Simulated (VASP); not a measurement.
# HfB (Fm-3m) in VASP: a series of runs

HfB is run at these levels: revPBE+D3(BJ), revPBE+D4, PBE; tasks: relaxation of cell and atoms, single point.

Everything below comes from runs of VASP 6.6.1. Logs are shortened: lines on timing, memory, paths and dates and some standing lists are left out, and cuts for length are marked.

## Step 1: The cell of the first run

Symmetry: Fm-3m, No. 225, cubic system. The conventional cell has a = 4.620 Å, b = 4.620 Å, c = 4.620 Å, α = 90.00°, β = 90.00°, γ = 90.00°. Within 3.1 Å of Hf (site symmetry m-3m) lie 6 B at 2.31 Å. B (site symmetry m-3m) has 6 Hf at 2.31 Å within 3.1 Å.

## Step 2: Relaxation of cell and atoms, revPBE+D3(BJ)

File INCAR:

```
SYSTEM = HfB
ALGO     = Normal         ! electronic algorithm
EDIFF    = 1E-6           ! SCF threshold, eV
EDIFFG   = -0.01          ! ionic threshold
ENCUT    = 600            ! plane-wave cutoff, eV
GGA      = RE             ! functional
IBRION   = 2              ! ionic algorithm
ISIF     = 3              ! what is computed and relaxed
ISMEAR   = -1             ! smearing method
IVDW     = 12             ! dispersion correction
LASPH    = .TRUE.         ! aspherical terms in the spheres
LCHARG   = .FALSE.        ! write CHGCAR
LREAL    = .FALSE.        ! projectors in reciprocal space
LWAVE    = .FALSE.        ! write WAVECAR
NELM     = 100            ! most SCF steps
NSW      = 60             ! ionic steps
PREC     = Accurate       ! precision mode
SIGMA    = 0.05           ! smearing width, eV
```

File KPOINTS:

```
k-points
0
G
  10 10 10
  0 0 0
```

File POSCAR:

```
HfB
1.0
    0.0000000000      2.3100000000      2.3100000000
    2.3100000000      0.0000000000      2.3100000000
    2.3100000000      2.3100000000      0.0000000000
Hf B
1 1
Direct
    0.5000000000      0.5000000000      0.5000000000
    0.0000000000      0.0000000000      0.0000000000
```

Potentials or basis: VASP PAW PBE potentials, release 64 (Hf_pv, B).

The run is started by

```
cat potpaw_PBE.64/Hf_pv/POTCAR potpaw_PBE.64/B/POTCAR > POTCAR
mpirun -np 1 vasp_std > vasp.out
```

OUTCAR:

```text
SYSTEM = HfB
   EDIFF = 1E-6
   EDIFFG = -0.01
   ENCUT = 600
   GGA = RE
   IBRION = 2
   ISIF = 3
   ISMEAR = -1
   IVDW = 12
   LASPH = .TRUE.
   LREAL = .FALSE.
   NELM = 100
   NSW = 60
   PREC = Accurate
 IVDW          = 12

 ion  position               nearest neighbor table
   1  0.500  0.500  0.500-   2 2.31   2 2.31   2 2.31   2 2.31   2 2.31   2 2.31
   2  0.000  0.000  0.000-   1 2.31   1 2.31   1 2.31   1 2.31   1 2.31   1 2.31

  LATTYP: Found a face centered cubic cell.
 ALAT       =     4.6200000000

  Lattice vectors:

 A1 = (   0.0000000000,   2.3100000000,   2.3100000000)
 A2 = (   2.3100000000,   0.0000000000,   2.3100000000)
 A3 = (   2.3100000000,   2.3100000000,   0.0000000000)

Analysis of symmetry for initial positions (statically):
=====================================================================
 Subroutine PRICEL returns:
 Original cell was already a primitive cell.

 Routine SETGRP: Setting up the symmetry group for a
 face centered cubic supercell.

 Subroutine GETGRP returns: Found 48 space group operations
 (whereof 48 operations were pure point group operations)
 out of a pool of 48 trial point group operations.

The static configuration has the point symmetry O_h .

Analysis of symmetry for dynamics (positions and initial velocities):
=====================================================================
 Subroutine PRICEL returns:
 Original cell was already a primitive cell.

 Routine SETGRP: Setting up the symmetry group for a
 face centered cubic supercell.

 Subroutine GETGRP returns: Found 48 space group operations
 (whereof 48 operations were pure point group operations)
 out of a pool of 48 trial point group operations.

The dynamic configuration has the point symmetry O_h .

 Subroutine INISYM returns: Found 48 space group operations
 (whereof 48 operations are pure point group operations),
 and found     1 'primitive' translations

----------------------------------------------------------------------------------------

                                     Primitive cell

  volume of cell :      24.6528

  direct lattice vectors                    reciprocal lattice vectors
     0.000000000  2.310000000  2.310000000    -0.216450216  0.216450216  0.216450216
     2.310000000  0.000000000  2.310000000     0.216450216 -0.216450216  0.216450216
     2.310000000  2.310000000  0.000000000     0.216450216  0.216450216 -0.216450216

  length of vectors
     3.266833329  3.266833329  3.266833329     0.374902772  0.374902772  0.374902772

  position of ions in fractional coordinates (direct lattice)
     0.500000000  0.500000000  0.500000000
     0.000000000  0.000000000  0.000000000

  ion indices of the primitive-cell ions
   primitive index   ion index
                 1           1
                 2           2

----------------------------------------------------------------------------------------

 KPOINTS: k-points

Automatic generation of k-mesh.
 Grid dimensions read from file:
 generate k-points for:   10   10   10

 Generating k-lattice:

  Cartesian coordinates                     Fractional coordinates (reciprocal lattice)
    -0.021645022  0.021645022  0.021645022     0.100000000  0.000000000  0.000000000
     0.021645022 -0.021645022  0.021645022     0.000000000  0.100000000  0.000000000
     0.021645022  0.021645022 -0.021645022     0.000000000  0.000000000  0.100000000

  Length of vectors
     0.037490277  0.037490277  0.037490277

  Shift w.r.t. Gamma in fractional coordinates (k-lattice)
     0.000000000  0.000000000  0.000000000

 Subroutine IBZKPT returns following result:
 ===========================================

 Found     47 irreducible k-points:

 Following reciprocal coordinates:
            Coordinates               Weight
  0.000000  0.000000  0.000000      1.000000
  0.100000  0.000000  0.000000      8.000000
  0.200000  0.000000  0.000000      8.000000
  0.300000  0.000000  0.000000      8.000000
  0.400000  0.000000  0.000000      8.000000
  0.500000  0.000000  0.000000      4.000000
[... 16 lines left out ...]
  0.300000  0.300000  0.000000      6.000000
  0.400000  0.300000  0.000000     24.000000
 [... further k-points ...]
   k-points           NKPTS =     47   k-points in BZ     NKDIM =     47   number of bands    NBANDS=     10
   number of dos      NEDOS =    301   number of ions     NIONS =      2
   total plane-waves  NPLWV =  21952
   dimension x,y,z NGX =    28 NGY =   28 NGZ =   28
   dimension x,y,z NGXF=    56 NGYF=   56 NGZF=   56
   ions per type =               1   1
   NGX,Y,Z   is equivalent  to a cutoff of  14.25, 14.25, 14.25 a.u.
   NGXF,Y,Z  is equivalent  to a cutoff of  28.50, 28.50, 28.50 a.u.
 SYSTEM =  HfB
   PREC   = accura    normal or accurate (medium, high low for compatibility)
   ISTART =      0    job   : 0-new  1-cont  2-samecut
   ICHARG =      2    charge: 1-file 2-atom 10-const
   ISPIN  =      1    spin polarized calculation?
   LNONCOLLINEAR =      F non collinear calculations
   LSORBIT =      F    spin-orbit coupling
   LASPH  =      T    aspherical Exc in radial PAW
   ENCUT  =  600.0 eV  44.10 Ry    6.64 a.u.   6.52  6.52  6.52*2*pi/ulx,y,z
   NELM   =    100;   NELMIN=  2; NELMDL= -5     # of ELM steps
   EDIFF  = 0.1E-05   stopping-criterion for ELM
   LREAL  =      F    real-space projection
   EDIFFG = -.1E-01   stopping-criterion for IOM
   NSW    =     60    number of steps for IOM
   IBRION =      2    ionic relax: 0-MD 1-quasi-New 2-CG
   NFREE  =      1    steps in history (QN), initial steepest desc. (CG)
   ISIF   =      3    stress and relaxation
   ISYM   =      2    0-nonsym 1-usesym 2-fastsym
   POTIM  = 0.5000    time-step for ionic-motion
   TEBEG  =    0.0;   TEEND  =   0.0 temperature during run
   PSTRESS=    0.0 pullay stress
   NELECT =      13.0000    total number of electrons
   NUPDOWN=      -1.0000    fix difference up-down
   EMIN   =  10.00;   EMAX   =-10.00  energy-range for DOS
   EFERMI =   0.00;   METHOD = LEGACY
   ISMEAR =    -1;   SIGMA  =   0.05  broadening in eV -4-tet -1-fermi 0-gaus
   EFERMI_NEDOS =   21; number of points for ismear=-14 and -15
   IALGO  =     38    algorithm
   IMIX   =      4    mixing-type and parameters
     AMIX     =   0.40;   BMIX     =  1.00
     AMIX_MAG =   1.60;   BMIX_MAG =  1.00
  volume/ion in A,a.u.               =      12.33        83.18
  Fermi-wavevector in a.u.,A,eV,Ry     =   1.322617  2.499383 23.800871  1.749315
  Thomas-Fermi vector in A             =   2.452285
   LORBIT       =      0    0 simple, 1 ext, 2 COOP (PROOUT), +10 PAW based schemes
   GGA     = RE    functional components
   LHFCALC =     F    Hartree Fock is set to
   AEXX    =    0.0000 exact exchange contribution
   IVDW    =    12    specifies the selected vdW correction
   LEPSILON=     F    determine dielectric tensor
   LRPA    =     F    only Hartree local field effects (RPA)
 conjugate gradient relaxation of ions
 non-spin polarized calculation
  energy-cutoff  :      600.00
  volume of cell :       24.65
 maximum number of plane-waves:       869
 NGX is ok and might be reduce to    28
   NGX = 13   NGY = 13   NGZ = 13

--------------------------------------- Ionic step        1  -------------------------------------------

 number of electron      13.0000000 magnetization

 Free energy of the ion-electron system (eV)
  ---------------------------------------------------
  ext. energy  EPLUGINS =         0.00000000
  ---------------------------------------------------
  free energy    TOTEN  =       -16.51528810 eV

  energy without entropy =      -16.50394799  energy(sigma->0) =      -16.50961804

------------------------ aborting loop because EDIFF is reached ----------------------------------------

 Edisp (eV)   -1.47162

 E8    (eV) :    -1.0681

  FORCE on cell =-STRESS in cart. coord.  units (eV):
  Direction    XX          YY          ZZ          XY          YZ          ZX
  --------------------------------------------------------------------------------------
  -------------------------------------------------------------------------------------
  Total       3.56579     3.56579     3.56579    -0.00000     0.00000    -0.00000
  in kB     231.73936   231.73936   231.73936    -0.00000     0.00000    -0.00000
  external pressure =      231.74 kB  Pullay stress =        0.00 kB

 VOLUME and BASIS-vectors are now :
 -----------------------------------------------------------------------------
  energy-cutoff  :      600.00
  volume of cell :       24.65
      direct lattice vectors                 reciprocal lattice vectors
     0.000000000  2.310000000  2.310000000    -0.216450216  0.216450216  0.216450216
     2.310000000  0.000000000  2.310000000     0.216450216 -0.216450216  0.216450216
     2.310000000  2.310000000  0.000000000     0.216450216  0.216450216 -0.216450216
[... 81 lines left out ...]
 POSITION                                       TOTAL-FORCE (eV/Angst)
 -----------------------------------------------------------------------------------
      2.39531      2.39531      2.39531        -0.000000     -0.000000      0.000000
      0.00000      0.00000      0.00000         0.000000      0.000000     -0.000000
 -----------------------------------------------------------------------------------
    total drift:                                0.000000      0.000000      0.000000

  FREE ENERGIE OF THE ION-ELECTRON SYSTEM (eV)
  ---------------------------------------------------
  free  energy   TOTEN  =       -18.1687016407 eV

  energy  without entropy=      -18.1539825859  energy(sigma->0) =      -18.16134211

--------------------------------------- Ionic step        4  -------------------------------------------

 number of electron      12.9999999 magnetization

 Free energy of the ion-electron system (eV)
  ---------------------------------------------------
  ext. energy  EPLUGINS =         0.00000000
  ---------------------------------------------------
  free energy    TOTEN  =       -16.85367095 eV

  energy without entropy =      -16.83898433  energy(sigma->0) =      -16.84632764

 E-fermi :   4.5255     XC(G=0): -11.7694

 val. band max:        4.5021148510   @ k =   0.5000   0.3000   0.1000
 cond. band min:       4.5266330269   @ k =  -0.4000   0.4000   0.1000
 fundamental gap:      0.0245181759
 Fermi energy:         4.5255373997

 k-point     1 :       0.0000    0.0000    0.0000
  band No.  band energies     occupation
      1     -24.3415      2.00000
      2     -24.3415      2.00000
      3     -24.3415      2.00000
      4      -4.7079      2.00000
      5       6.6455      0.00000
      6       6.6455      0.00000
      7       6.6455      0.00000
      8       8.2099      0.00000
      9       8.2099      0.00000
     10       8.2099      0.00000

 k-point     2 :       0.1000    0.0000    0.0000
  band No.  band energies     occupation
      1     -24.3906      2.00000
      2     -24.3468      2.00000
      3     -24.3468      2.00000
      4      -4.4560      2.00000
      5       5.7834      0.00000
      6       6.2767      0.00000
      7       6.2767      0.00000
      8       7.2740      0.00000
      9       7.2740      0.00000
     10       8.6096      0.00000
[... 274 lines left out ...]
 k-point    24 :       0.4000    0.3000    0.0000
  band No.  band energies     occupation
      1     -24.7054      2.00000
      2     -24.4905      2.00000
      3     -24.4755      2.00000
      4      -1.9750      2.00000
      5       2.4108      2.00000
      6       3.9240      1.99999
      7       5.7212      0.00000
      8       6.4727      0.00000
      9      10.2247      0.00000
     10      11.6642      0.00000

 [... further k-points ...]

------------------------ aborting loop because EDIFF is reached ----------------------------------------

 Edisp (eV)   -1.31521

 E8    (eV) :    -0.9536

  FORCE on cell =-STRESS in cart. coord.  units (eV):
  Direction    XX          YY          ZZ          XY          YZ          ZX
  --------------------------------------------------------------------------------------
  -------------------------------------------------------------------------------------
  Total      -0.01772    -0.01772    -0.01772    -0.00000     0.00000     0.00000
  in kB      -1.03601    -1.03601    -1.03601    -0.00000     0.00000     0.00000
  external pressure =       -1.04 kB  Pullay stress =        0.00 kB

 VOLUME and BASIS-vectors are now :
 -----------------------------------------------------------------------------
  energy-cutoff  :      600.00
  volume of cell :       27.41
      direct lattice vectors                 reciprocal lattice vectors
    -0.000000000  2.392989832  2.392989832    -0.208943637  0.208943637  0.208943637
     2.392989832  0.000000000  2.392989832     0.208943637 -0.208943637  0.208943637
     2.392989832  2.392989832 -0.000000000     0.208943637  0.208943637 -0.208943637

 POSITION                                       TOTAL-FORCE (eV/Angst)
 -----------------------------------------------------------------------------------
      2.39299      2.39299      2.39299         0.000000      0.000000      0.000000
      0.00000      0.00000      0.00000        -0.000000     -0.000000     -0.000000
 -----------------------------------------------------------------------------------
    total drift:                                0.000000      0.000000      0.000000

  FREE ENERGIE OF THE ION-ELECTRON SYSTEM (eV)
  ---------------------------------------------------
  free  energy   TOTEN  =       -18.1688780206 eV

  energy  without entropy=      -18.1541914008  energy(sigma->0) =      -18.16153471

 reached required accuracy - stopping structural energy minimisation
```

Wall time 75 s (1 thread of Intel Xeon 8259CL, shared host); peak memory 0.19 GiB.

What came out:

```
Free energy                            : -18.1689 eV
Relaxed volume                         : 13.70 Å³/atom
Relaxed cell                           : a = 3.384 Å, b = 3.384 Å, c = 3.384 Å, α = 60.00°, β = 60.00°, γ = 60.00°
Space group after relaxing (to 0.05 Å) : Fm-3m (No. 225)
Energy gained by relaxing              : 91.0 meV/atom
Ionic steps                            : 4
Pressure after relaxing                : -0.1 GPa
Dispersion energy per atom             : -0.658 eV
```

Step by step:
```tsv
step	energy change (eV)	largest force (eV/Å)	pressure (GPa)	volume (Å³)
1	0.0000	0.0000	23.17	24.65
2	0.1025	0.0000	-19.42	31.58
3	-0.1818	0.0000	-0.58	27.49
4	-0.1820	0.0000	-0.10	27.41
```

Final structure:
```xyz
2
Lattice="0.0000 2.3930 2.3930 2.3930 0.0000 2.3930 2.3930 2.3930 0.0000" Properties=species:S:1:pos:R:3 pbc="T T T"
Hf    2.3930    2.3930    2.3930
B     0.0000    0.0000    0.0000
```

Levels at points of the mesh, in eV from the Fermi level:
```
           k point  band 3  band 4  band 5  band 6  band 7  band 8  band 9  band 10
(0.00, 0.00, 0.00)  -28.87   -9.23    2.12    2.12    2.12    3.68    3.68     3.68
(0.50, 0.00, 0.00)  -28.92   -4.68   -4.43   -1.17   -1.17    5.89    5.89     6.76
(0.50, 0.50, 0.00)  -29.04   -6.46   -1.19   -0.82    2.05    2.05    5.60     7.06
```

Caveat: the PAW data sets were made with another functional, which shifts forces and pressure a little; spin-orbit coupling is left out, which moves the levels of the heavy elements; the volume moved by +11 % from the deposited cell, more than functionals usually miss; pairwise dispersion overbinds metals, which lowers pressure and volume.

## Step 3: Relaxation of cell and atoms, revPBE+D4

File INCAR:

```
SYSTEM = HfB
PREC = Accurate ; ENCUT = 600
EDIFF = 1E-6 ; ISMEAR = -1
SIGMA = 0.05 ; LREAL = .FALSE.
LASPH = .TRUE. ; NELM = 80
ALGO = Normal ; ISIF = 3
LWAVE = .FALSE. ; LCHARG = .FALSE.
GGA = RE ; IVDW = 13
IBRION = 2 ; NSW = 60
EDIFFG = -0.01
```

File KPOINTS:

```
regular mesh
0
G
  10 10 10
  0 0 0
```

POSCAR is that of step 2.

Potentials or basis: VASP PAW PBE potentials, release 64 (Hf_pv, B).

The run is started by

```
cat potpaw_PBE.64/Hf_pv/POTCAR potpaw_PBE.64/B/POTCAR > POTCAR
mpirun -np 1 vasp_std > vasp.out
```

Wall time 2.6 min (1 thread of Intel Xeon 8259CL, shared host); peak memory 0.18 GiB.

The run converged. Its results:

```yaml
Free_energy: -17.7897 eV
Relaxed_volume: 13.78 Å³/atom
Relaxed_cell: a = 3.390 Å, b = 3.390 Å, c = 3.390 Å, α = 60.00°, β = 60.00°, γ = 60.00°
Space_group_after_relaxing_to_0.05_Å: Fm-3m (No. 225)
Energy_gained_by_relaxing: 101.5 meV/atom
Ionic_steps: 15
Pressure_after_relaxing: 0.1 GPa
Dispersion_energy_per_atom: -0.465 eV
```

Step by step:
```
step  energy change (eV)  largest force (eV/Å)  pressure (GPa)  volume (Å³)
   1              0.0000                0.0000           24.45        24.65
   2              0.1045                0.0000          -19.73        31.99
   3             -0.2028                0.0000           -0.62        27.67
   4             -0.2030                0.0000           -0.12        27.58
   5             -0.2029                0.0000            0.36        27.52
   6             -0.2029                0.0000            0.31        27.52
   7             -0.2029                0.0000            0.25        27.53
   8             -0.2029                0.0000            0.25        27.53
   9             -0.2029                0.0000            0.25        27.53
  10             -0.2029                0.0000            0.25        27.53
  11             -0.2029                0.0000            0.25        27.53
  12             -0.2029                0.0000            0.25        27.53
  13             -0.2029                0.0000            0.24        27.53
  14             -0.2030                0.0000            0.16        27.54
  15             -0.2030                0.0000            0.08        27.55
```

Final structure:
```xyz
2
Lattice="0.0000 2.3973 2.3973 2.3973 0.0000 2.3973 2.3973 2.3973 0.0000" Properties=species:S:1:pos:R:3 pbc="T T T"
Hf    2.3973    2.3973    2.3973
B     0.0000    0.0000    0.0000
```

Levels at points of the mesh, in eV from the Fermi level:
```csv
k point,band 3,band 4,band 5,band 6,band 7,band 8,band 9,band 10
"(0.00, 0.00, 0.00)",-28.90,-9.21,2.11,2.11,2.11,3.67,3.67,3.67
"(0.50, 0.00, 0.00)",-28.95,-4.66,-4.45,-1.16,-1.16,5.85,5.85,6.72
"(0.50, 0.50, 0.00)",-29.07,-6.45,-1.20,-0.81,2.03,2.03,5.57,7.02
```

Caveat: the PAW data sets were made with another functional, which shifts forces and pressure a little; spin-orbit coupling is left out, which moves the levels of the heavy elements; the volume moved by +12 % from the deposited cell, more than functionals usually miss; pairwise dispersion overbinds metals, which lowers pressure and volume. Zero-point motion and thermal expansion aren't in these numbers.

(Continued in part 2 of 2.)
